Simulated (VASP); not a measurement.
Write the native input for VASP 6.6.1 that does the following.

* Task: single point
* Functional: PBE
* Potentials or basis: VASP PAW PBE potentials, release 64 (Be, P, Pd)
* Cutoff: 520 eV
* k mesh: 8 × 8 × 8
* Occupations: gaussian, width 0.1 eV
* Spin: no spin polarisation
* Dipole correction: no
* Further INCAR settings: ALGO = Normal; EDIFF = 1e-07; NBANDS = 22

The structure of BeP3Pd lies in POSCAR:

```
BeP3Pd
1.0
    4.3605605540      0.0000000000      0.0000000000
    0.0000000000      4.3605605540      0.0000000000
    0.0000000000      0.0000000000      4.8306473701
Be P Pd
1 3 1
Direct
    0.0000000000      0.0000000000      0.3222388046
    0.5000000000      0.5000000000      0.0457935579
    0.0000000000      0.5000000000      0.2637515993
    0.5000000000      0.0000000000      0.2637515993
    0.5000000000      0.5000000000      0.5644644389
```

These files were run (other wordings do the same):

INCAR

```
SYSTEM = BeP3Pd
PREC = Accurate
ENCUT = 520
EDIFF = 1E-7
ISMEAR = 0
SIGMA = 0.1
LREAL = .False.
LASPH = .True.
NELM = 100
ALGO = Normal
ISIF = 2
LWAVE = .False.
LCHARG = .False.
GGA = PE
NBANDS = 22
```

KPOINTS

```
Automatic mesh
0
Gamma
  8 8 8
  0 0 0
```

Potentials or basis: VASP PAW PBE potentials, release 64 (Be, P, Pd).

Run with:

```sh
$ cat potpaw_PBE.64/Be/POTCAR potpaw_PBE.64/P/POTCAR potpaw_PBE.64/Pd/POTCAR > POTCAR
$ mpirun -np 1 vasp_std > vasp.out
```

It gave:

The pressure is -0.1 GPa and the largest force is 0.036 eV/Å. The band gap on the k mesh is zero (an odd number of electrons rules out a gap without spin polarisation).

Wall time 4.9 min on 1 thread of AMD EPYC 7R13 (shared host), peak memory 0.25 GiB.
